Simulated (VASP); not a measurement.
# AlH6 (P6/mmm) in VASP: notebook

AlH6 is run at these levels: PBE; tasks: relaxation of cell and atoms.

Program: VASP 6.6.1. These are calculated values, not measurements. Logs are shortened: lines on timing, memory, paths and dates and some standing lists are left out, and cuts for length are marked.

**1. The cell of the first run**

It takes space group P6/mmm (No. 191, hexagonal). Conventional cell: a = 5.919 Å, b = 5.919 Å, c = 2.842 Å, α = 90.00°, β = 90.00°, γ = 120.00°. Within 3.4 Å of Al (site symmetry 6/mmm) lie 12 H at 2.57 to 3.34 Å and 2 Al at 2.84 Å. H (site symmetry m2m) has 1 H at 0.77 Å within 1.0 Å.

The cell was generated, and may not be a known phase.

**2. Relaxation of cell and atoms, PBE**

INCAR reads:

```
SYSTEM = AlH6
ALGO = Normal ; EDIFF = 1E-7
EDIFFG = -0.04 ; ENCUT = 1230
GGA = PE ; GGA_COMPAT = .FALSE.
IBRION = 2 ; ISIF = 3
ISMEAR = 0 ; LASPH = .TRUE.
LCHARG = .FALSE. ; LREAL = .FALSE.
LWAVE = .FALSE. ; NELM = 120
NELMIN = 4 ; NSW = 90
PREC = Accurate ; SIGMA = 0.1
```

KPOINTS reads:

```
k-points
0
G
  3 3 6
  0 0 0
```

POSCAR reads:

```
AlH6
1.0
    5.9188569797      0.0000000000      0.0000000000
   -2.9594284899      5.1258805058      0.0000000000
    0.0000000000      0.0000000000      2.8415547909
Al H
1 6
Direct
    0.0000000000      0.0000000000      0.5000000000
    0.5649566109      0.0000000000      0.5000000000
    0.0000000000      0.5649566109      0.5000000000
    0.4350433891      0.4350433891      0.5000000000
    0.4350433891      0.0000000000      0.5000000000
    0.0000000000      0.4350433891      0.5000000000
    0.5649566109      0.5649566109      0.5000000000
```

Potentials or basis: VASP PAW PBE potentials, release 64 (Al, H_h).

On the command line:

```
$ cat potpaw_PBE.64/Al/POTCAR potpaw_PBE.64/H_h/POTCAR > POTCAR
$ mpirun -np 1 vasp_std > vasp.out
```

OUTCAR:

```text
SYSTEM = AlH6
   EDIFF = 1E-7
   EDIFFG = -0.04
   ENCUT = 1230
   GGA = PE
   IBRION = 2
   ISIF = 3
   ISMEAR = 0
   LASPH = .TRUE.
   LREAL = .FALSE.
   NELM = 120
   NELMIN = 4
   NSW = 90
   PREC = Accurate

 ion  position               nearest neighbor table
   1  0.000  0.000  0.500-
   2  0.565  0.000  0.500-   5 0.77
   3  0.000  0.565  0.500-   6 0.77
   4  0.435  0.435  0.500-   7 0.77
   5  0.435  0.000  0.500-   2 0.77
   6  0.000  0.435  0.500-   3 0.77
   7  0.565  0.565  0.500-   4 0.77

  LATTYP: Found a hexagonal cell.
 ALAT       =     5.9188569797
 C/A-ratio  =     0.4800850571

  Lattice vectors:

 A1 = (   5.9188569797,   0.0000000000,   0.0000000000)
 A2 = (  -2.9594284899,   5.1258805058,   0.0000000000)
 A3 = (   0.0000000000,   0.0000000000,   2.8415547909)

Analysis of symmetry for initial positions (statically):
=====================================================================
 Subroutine PRICEL returns:
 Original cell was already a primitive cell.

 Routine SETGRP: Setting up the symmetry group for a
 hexagonal supercell.

 Subroutine GETGRP returns: Found 24 space group operations
 (whereof 24 operations were pure point group operations)
 out of a pool of 24 trial point group operations.

The static configuration has the point symmetry D_6h.

Analysis of symmetry for dynamics (positions and initial velocities):
=====================================================================
 Subroutine PRICEL returns:
 Original cell was already a primitive cell.

 Routine SETGRP: Setting up the symmetry group for a
 hexagonal supercell.

 Subroutine GETGRP returns: Found 24 space group operations
 (whereof 24 operations were pure point group operations)
 out of a pool of 24 trial point group operations.

The dynamic configuration has the point symmetry D_6h.

 Subroutine INISYM returns: Found 24 space group operations
 (whereof 24 operations are pure point group operations),
 and found     1 'primitive' translations

----------------------------------------------------------------------------------------

                                     Primitive cell

  volume of cell :      86.2109

  direct lattice vectors                    reciprocal lattice vectors
     5.918856980  0.000000000  0.000000000     0.168951540  0.097544217  0.000000000
    -2.959428490  5.125880506  0.000000000     0.000000000  0.195088434  0.000000000
     0.000000000  0.000000000  2.841554791     0.000000000  0.000000000  0.351920013

  length of vectors
     5.918856980  5.918856980  2.841554791     0.195088434  0.195088434  0.351920013

  position of ions in fractional coordinates (direct lattice)
     0.000000000  0.000000000  0.500000000
     0.564956611  0.000000000  0.500000000
     0.000000000  0.564956611  0.500000000
     0.435043389  0.435043389  0.500000000
     0.435043389  0.000000000  0.500000000
     0.000000000  0.435043389  0.500000000
     0.564956611  0.564956611  0.500000000

  ion indices of the primitive-cell ions
   primitive index   ion index
                 1           1
                 2           2
                 3           3
                 4           4
                 5           5
                 6           6
                 7           7

----------------------------------------------------------------------------------------

 KPOINTS: k-points

Automatic generation of k-mesh.
 Grid dimensions read from file:
 generate k-points for:    3    3    6

 Generating k-lattice:

  Cartesian coordinates                     Fractional coordinates (reciprocal lattice)
     0.056317180  0.032514739  0.000000000     0.333333333  0.000000000  0.000000000
     0.000000000  0.065029478  0.000000000     0.000000000  0.333333333  0.000000000
     0.000000000  0.000000000  0.058653336     0.000000000  0.000000000  0.166666667

  Length of vectors
     0.065029478  0.065029478  0.058653336

  Shift w.r.t. Gamma in fractional coordinates (k-lattice)
     0.000000000  0.000000000  0.000000000

 Subroutine IBZKPT returns following result:
 ===========================================

 Found     12 irreducible k-points:

 Following reciprocal coordinates:
            Coordinates               Weight
  0.000000  0.000000  0.000000      1.000000
  0.333333 -0.000000  0.000000      6.000000
  0.333333  0.333333  0.000000      2.000000
  0.000000  0.000000  0.166667      2.000000
  0.333333 -0.000000  0.166667     12.000000
  0.333333  0.333333  0.166667      4.000000
  0.000000  0.000000  0.333333      2.000000
  0.333333 -0.000000  0.333333     12.000000
  0.333333  0.333333  0.333333      4.000000
  0.000000  0.000000  0.500000      1.000000
  0.333333 -0.000000  0.500000      6.000000
  0.333333  0.333333  0.500000      2.000000
   k-points           NKPTS =     12   k-points in BZ     NKDIM =     12   number of bands    NBANDS=      8
   number of dos      NEDOS =    301   number of ions     NIONS =      7
   total plane-waves  NPLWV = 176400
   dimension x,y,z NGX =    70 NGY =   70 NGZ =   36
   dimension x,y,z NGXF=   140 NGYF=  140 NGZF=   72
   ions per type =               1   6
   NGX,Y,Z   is equivalent  to a cutoff of  19.66, 19.66, 21.06 a.u.
   NGXF,Y,Z  is equivalent  to a cutoff of  39.32, 39.32, 42.12 a.u.
 SYSTEM =  AlH6
   PREC   = accura    normal or accurate (medium, high low for compatibility)
   ISTART =      0    job   : 0-new  1-cont  2-samecut
   ICHARG =      2    charge: 1-file 2-atom 10-const
   ISPIN  =      1    spin polarized calculation?
   LNONCOLLINEAR =      F non collinear calculations
   LSORBIT =      F    spin-orbit coupling
   LASPH  =      T    aspherical Exc in radial PAW
   ENCUT  = 1230.0 eV  90.40 Ry    9.51 a.u.  16.93 16.93  8.13*2*pi/ulx,y,z
   NELM   =    120;   NELMIN=  4; NELMDL= -5     # of ELM steps
   EDIFF  = 0.1E-06   stopping-criterion for ELM
   LREAL  =      F    real-space projection
   EDIFFG = -.4E-01   stopping-criterion for IOM
   NSW    =     90    number of steps for IOM
   IBRION =      2    ionic relax: 0-MD 1-quasi-New 2-CG
   NFREE  =      1    steps in history (QN), initial steepest desc. (CG)
   ISIF   =      3    stress and relaxation
   ISYM   =      2    0-nonsym 1-usesym 2-fastsym
   POTIM  = 0.5000    time-step for ionic-motion
   TEBEG  =    0.0;   TEEND  =   0.0 temperature during run
   PSTRESS=    0.0 pullay stress
   NELECT =       9.0000    total number of electrons
   NUPDOWN=      -1.0000    fix difference up-down
   EMIN   =  10.00;   EMAX   =-10.00  energy-range for DOS
   EFERMI =   0.00;   METHOD = LEGACY
   ISMEAR =     0;   SIGMA  =   0.10  broadening in eV -4-tet -1-fermi 0-gaus
   EFERMI_NEDOS =   21; number of points for ismear=-14 and -15
   IALGO  =     38    algorithm
   IMIX   =      4    mixing-type and parameters
     AMIX     =   0.40;   BMIX     =  1.00
     AMIX_MAG =   1.60;   BMIX_MAG =  1.00
  volume/ion in A,a.u.               =      12.32        83.11
  Fermi-wavevector in a.u.,A,eV,Ry     =   0.770847  1.456690  8.084652  0.594205
  Thomas-Fermi vector in A             =   1.872139
   LORBIT       =      0    0 simple, 1 ext, 2 COOP (PROOUT), +10 PAW based schemes
   GGA     = PE    functional components
   LHFCALC =     F    Hartree Fock is set to
   AEXX    =    0.0000 exact exchange contribution
   IVDW    =     0    specifies the selected vdW correction
   LEPSILON=     F    determine dielectric tensor
   LRPA    =     F    only Hartree local field effects (RPA)
 conjugate gradient relaxation of ions
 non-spin polarized calculation
 Gauss-broadening in eV      SIGMA  =   0.10
  energy-cutoff  :     1230.00
  volume of cell :       86.21
 maximum number of plane-waves:      8465
 NGX is ok and might be reduce to    70
   NGX = 33   NGY = 33   NGZ = 17

--------------------------------------- Ionic step        1  -------------------------------------------

 number of electron       9.0000000 magnetization

 Free energy of the ion-electron system (eV)
  ---------------------------------------------------
  ext. energy  EPLUGINS =         0.00000000
  ---------------------------------------------------
  free energy    TOTEN  =       -22.24503605 eV

  energy without entropy =      -22.23249851  energy(sigma->0) =      -22.23876728

------------------------ aborting loop because EDIFF is reached ----------------------------------------

  FORCE on cell =-STRESS in cart. coord.  units (eV):
  Direction    XX          YY          ZZ          XY          YZ          ZX
  --------------------------------------------------------------------------------------
  -------------------------------------------------------------------------------------
  Total        0.2034283      0.2034283     -1.2982770     -0.0000000     -0.0000000      0.0000000
  in kB        3.7805908      3.7805908    -24.1276808     -0.0000000     -0.0000000      0.0000000
  external PRESSURE =      -5.5221664 kB  Pullay stress =       0.0000000 kB
[... 313 lines left out ...]
  energy  without entropy=      -22.2673133689  energy(sigma->0) =      -22.27346245

--------------------------------------- Ionic step        9  -------------------------------------------

 number of electron       9.0000000 magnetization

 Free energy of the ion-electron system (eV)
  ---------------------------------------------------
  ext. energy  EPLUGINS =         0.00000000
  ---------------------------------------------------
  free energy    TOTEN  =       -22.28009119 eV

  energy without entropy =      -22.26782352  energy(sigma->0) =      -22.27395736

 E-fermi :  -0.1416     XC(G=0):  -6.8451

 val. band max:       -0.1564541998   @ k =   0.3333  -0.0000   0.1667
 cond. band min:       0.0923236192   @ k =   0.0000   0.0000   0.5000
 fundamental gap:      0.2487778191
 Fermi energy:        -0.1415817621

 k-point     1 :       0.0000    0.0000    0.0000
  band No.  band energies     occupation
      1      -8.9959      2.00000
      2      -6.8992      2.00000
      3      -6.8992      2.00000
      4      -4.7608      2.00000
      5      -1.3381      2.00000
      6      -1.3381      2.00000
      7       3.8871      0.00000
      8       7.9841      0.00000
[... 153 lines left out ...]
  FREE ENERGIE OF THE ION-ELECTRON SYSTEM (eV)
  ---------------------------------------------------
  free  energy   TOTEN  =       -22.2800911899 eV

  energy  without entropy=      -22.2678235216  energy(sigma->0) =      -22.27395736

 reached required accuracy - stopping structural energy minimisation
```

Wall time 2.3 min (1 thread of AMD EPYC 9R45 (Zen 5), shared host); peak memory 0.42 GiB.

Results:

| Quantity | Value |
| --- | --- |
| Free energy | -22.2801 eV |
| Relaxed volume | 11.72 Å³/atom |
| Relaxed cell | a = 5.936 Å, b = 5.936 Å, c = 2.690 Å, α = 90.00°, β = 90.00°, γ = 120.00° |
| Space group after relaxing (to 0.1 Å) | P6/mmm (No. 191) |
| Energy gained by relaxing | 5.0 meV/atom |
| Ionic steps | 9 |
| Pressure after relaxing | -0.2 GPa |
| Largest force after relaxing | 0.014 eV/Å |
| Band gap on the k mesh | zero (an odd number of electrons rules out a gap without spin polarisation) |

Forces in eV/Å, atoms in the order of the input:
```
Al   0.000  0.000  0.000
H    0.014  0.000  0.000
H   -0.007  0.012  0.000
H   -0.007 -0.012  0.000
H   -0.014  0.000  0.000
H    0.007 -0.012  0.000
H    0.007  0.012  0.000
```

Stress tensor (GPa, compression positive):
```
-0.31  0.00  0.00
 0.00 -0.31  0.00
 0.00  0.00  0.06
```

The path:
```tsv
step	energy change (eV)	largest force (eV/Å)	pressure (GPa)	volume (Å³)
1	0.0000	0.0915	-0.55	86.21
2	-0.0092	0.1915	-0.90	85.68
3	-0.0099	0.2833	-1.01	85.50
4	-0.0147	0.2498	-0.89	85.17
5	-0.0254	0.1399	-0.60	84.17
6	-0.0345	0.1010	-0.06	82.17
7	-0.0345	0.0739	-0.18	82.42
8	-0.0346	0.0830	-0.14	82.34
9	-0.0351	0.0139	-0.19	82.06
```

Final structure:
```
Al H
1.0
     5.93560    0.00000    0.00000
    -2.96780    5.14038    0.00000
     0.00000    0.00000    2.68958
Al H
1 6
Direct
  0.00000 0.00000 0.50000
  0.56505 0.00000 0.50000
  0.00000 0.56505 0.50000
  0.43495 0.43495 0.50000
  0.43495 0.00000 0.50000
  0.00000 0.43495 0.50000
  0.56505 0.56505 0.50000
```

Caveat: the k points lie up to 0.41 Å⁻¹ apart in the final cell, too coarse for converged energies and pressures of a metal; an odd number of electrons without spin polarisation forces a metal; a magnetic or distorted state may lie lower.

**3. Relaxation of cell and atoms, PBE**

This run uses another cell than the first one, of 7.32 Å³/atom.

INCAR reads:

```
  PREC = Accurate
  ENCUT = 1230
  EDIFF = 1E-7
  ISMEAR = 0
  SIGMA = 0.1
  LREAL = F
  LASPH = T
  NELM = 120
  ALGO = Normal
  ISIF = 3
  LWAVE = F
  LCHARG = F
  GGA = PE
  IBRION = 2
  NSW = 90
  EDIFFG = -0.04
  GGA_COMPAT = F
  NELMIN = 4
```

KPOINTS reads:

```
regular mesh
0
Gamma
  6 6 4
```

POSCAR reads:

```
AlH6
1.0
    3.8037012400      0.0000000000      0.0000000000
   -1.9018506200      3.2941019000      0.0000000000
    0.0000000000      0.0000000000      4.0907169600
Al H
1 6
Direct
    0.0000000000      0.0000000000      0.5000000000
    0.6352148200      0.0000000000      0.5000000000
    0.0000000000      0.6352148200      0.5000000000
    0.3647851800      0.3647851800      0.5000000000
    0.3647851800      0.0000000000      0.5000000000
    0.0000000000      0.3647851800      0.5000000000
    0.6352148200      0.6352148200      0.5000000000
```

Potentials or basis: VASP PAW PBE potentials, release 64 (Al, H_h).

On the command line:

```
$ cat potpaw_PBE.64/Al/POTCAR potpaw_PBE.64/H_h/POTCAR > POTCAR
$ mpirun -np 1 vasp_std > vasp.out
```

Wall time 8.6 min (1 thread of Intel Xeon 6975P-C (Granite Rapids), shared host); peak memory 0.36 GiB.

It converged, with:

| Quantity | Value |
| --- | --- |
| Free energy | -22.1536 eV |
| Relaxed volume | 10.89 Å³/atom |
| Relaxed cell | a = 5.611 Å, b = 5.611 Å, c = 2.795 Å, α = 90.00°, β = 90.00°, γ = 120.00° |
| Space group after relaxing (to 0.1 Å) | P6/mmm (No. 191) |
| Energy gained by relaxing | 1287.6 meV/atom |
| Ionic steps | 46 |
| Pressure after relaxing | 0.1 GPa |
| Largest force after relaxing | 0.019 eV/Å |
| Band gap on the k mesh | zero (an odd number of electrons rules out a gap without spin polarisation) |

Forces on the atoms (eV/Å):
```
Al   0.000  0.000  0.000
H   -0.019  0.000  0.000
H    0.010 -0.017  0.000
H    0.010  0.017  0.000
H    0.019  0.000  0.000
H   -0.010  0.017  0.000
H   -0.010 -0.017  0.000
```

Stress tensor (GPa, compression positive):
```
-0.08  0.00  0.00
 0.00 -0.08  0.00
 0.00  0.00  0.57
```

Step by step:
```tsv
step	energy change (eV)	largest force (eV/Å)	pressure (GPa)	volume (Å³)
1	0.0000	4.9028	55.68	51.26
3	-6.5164	2.1468	15.24	67.62
5	-7.3662	1.8121	-2.24	83.38
7	-7.9072	0.8990	0.16	83.05
9	-8.3600	0.8366	0.04	99.79
11	-8.4555	0.4559	-2.17	104.95
13	-8.7820	0.4248	-1.37	111.11
15	-8.7783	0.3365	-1.55	110.93
17	-8.8006	0.2208	-2.00	110.11
19	-8.8315	0.1376	-1.13	105.69
21	-8.8755	0.4963	-1.41	97.78
23	-8.9010	0.3125	-0.98	94.98
25	-8.9260	0.6598	1.41	83.06
27	-8.9434	0.2396	0.48	85.47
29	-8.9760	0.0487	0.51	72.42
31	-8.9890	0.3202	1.43	72.24
33	-8.9968	0.2418	1.28	72.38
35	-9.0033	0.0620	0.31	72.97
37	-9.0071	0.0170	0.61	72.84
39	-9.0085	0.0442	0.46	73.22
41	-9.0113	0.1028	0.56	74.70
43	-9.0127	0.0271	0.32	75.49
45	-9.0130	0.0279	0.14	76.07
46	-9.0132	0.0193	0.14	76.21
```

Final structure:
```xyz
7
Lattice="5.6114 0.0000 0.0000 -2.8057 4.8596 0.0000 0.0000 0.0000 2.7946" Properties=species:S:1:pos:R:3 pbc="T T T"
Al    0.0000    0.0000    1.3973
H     3.1957    0.0000    1.3973
H     4.0136    2.7676    1.3973
H     1.2079    2.0921    1.3973
H     2.4157    0.0000    1.3973
H    -1.2079    2.0921    1.3973
H     1.5979    2.7676    1.3973
```

Levels at points of the mesh, in eV from the Fermi level:
```
           k point  band 2  band 3  band 4  band 5  band 6  band 7  band 8
(0.00, 0.00, 0.00)   -6.79   -6.79   -3.94   -1.25   -1.25    4.07    8.81
(0.50, 0.00, 0.00)   -8.14   -6.96   -5.00    0.08    2.50    3.98    4.13
(0.00, 0.00, 0.50)   -5.85   -5.85   -1.47    0.37    1.57    1.57    5.19
(0.50, 0.00, 0.50)   -6.66   -5.94   -1.23   -1.19    2.82    3.18    5.59
```

Caveat: the k points lie up to 0.56 Å⁻¹ apart in the final cell, too coarse for converged energies and pressures of a metal; the volume moved by over 15 % at a fixed basis, so the end points are rough; an odd number of electrons without spin polarisation forces a metal; a magnetic or distorted state may lie lower.

The gap in the log of VASP goes by the Fermi energy; the results here count the filled bands.